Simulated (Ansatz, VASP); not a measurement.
Si: VASP beside Ansatz

Contents of INCAR:

```
PREC     = Accurate       # precision mode
ENCUT    = 500            # plane-wave cutoff, eV
EDIFF    = 1E-6           # SCF threshold, eV
ISMEAR   = 0              # smearing method
SIGMA    = 0.03           # smearing width, eV
LREAL    = False          # projectors in reciprocal space
LASPH    = True           # aspherical terms in the spheres
NELM     = 120            # most SCF steps
ALGO     = Normal         # electronic algorithm
ISIF     = 2              # what is computed and relaxed
LWAVE    = False          # write WAVECAR
LCHARG   = True           # write CHGCAR
LELF     = True           # ELF
LVHAR    = True         
NBANDS   = 16             # bands
GGA_COMPAT= False
```

KPOINTS

```
Automatic mesh
0
Gamma
  10 10 10
```

File POSCAR:

```
Si
1.0
   -3.3012718576      3.3012718576      1.9083649472
    3.3012718576     -3.3012718576      1.9083649472
    3.3012718576      3.3012718576     -1.9083649472
Si
4
Direct
    0.1692046796      0.1692046796      0.3384093591
    0.8307953204      0.8307953204      0.6615906409
    0.1884819803      0.8115180197      0.0000000000
    0.8115180197      0.1884819803      0.0000000000
```

Input for Ansatz:

```yaml
crystal:
  lattice:
    - [-3.3012718576, 3.3012718576, 1.9083649472]
    - [3.3012718576, -3.3012718576, 1.9083649472]
    - [3.3012718576, 3.3012718576, -1.9083649472]
  atoms:
    - { symbol: Si, position: [0.1692046796, 0.1692046796, 0.3384093591] }
    - { symbol: Si, position: [0.8307953204, 0.8307953204, 0.6615906409] }
    - { symbol: Si, position: [0.1884819803, 0.8115180197, 0.0] }
    - { symbol: Si, position: [0.8115180197, 0.1884819803, 0.0] }
basis:
  ecutwfc: 420
kpoints:
  mp_grid: { grid: [10, 10, 10] }
hamiltonian:
  xc: lda
scf:
  occupations: { method: gaussian, width: 0.03 }
output:
  forces: true
  stress: true
  eigenvalues: true
  write_density: true
  write_potential: true
  elf: true
  volumetric_format: npy
```

Change from the starting cell: mode 8 (404.8 1/cm) frozen in, largest displacement +0.090 Å.

Alike in both runs: task single point; functional LDA; k mesh 10 × 10 × 10; occupations gaussian, width 0.03 eV; no spin polarisation.

|  | VASP | Ansatz |
| --- | --- | --- |
| version | VASP 6.6.1 | Ansatz 0.2.0 |
| potentials or method | VASP PAW LDA potentials, release 64 (Si), cutoff 500 eV | scalar-relativistic, plane waves, PAW |
| valence electrons in the cell | 16 | 16 |

VASP gave:

```
gap on the k mesh at the Fermi level (eV)                     : none
pressure (GPa)                                                : 0.5
traceless stress, the component that is largest in VASP (GPa) : -2.63
rms of the force components (eV/Å)                            : 0.859
```

Q: Estimate Ansatz's values.

A: gap on the k mesh at the Fermi level (eV): none; pressure (GPa): 0.4; traceless stress, the component that is largest in VASP (GPa): -2.62; rms of the force components (eV/Å): 0.859.

LDA's correlation is that of Perdew and Zunger in VASP and of Perdew and Wang (1992) in Ansatz. Atom by atom the forces differ by 0.002 eV/Å (rms over components). A gap of «none» marks a metal or a gap that the smearing closes.
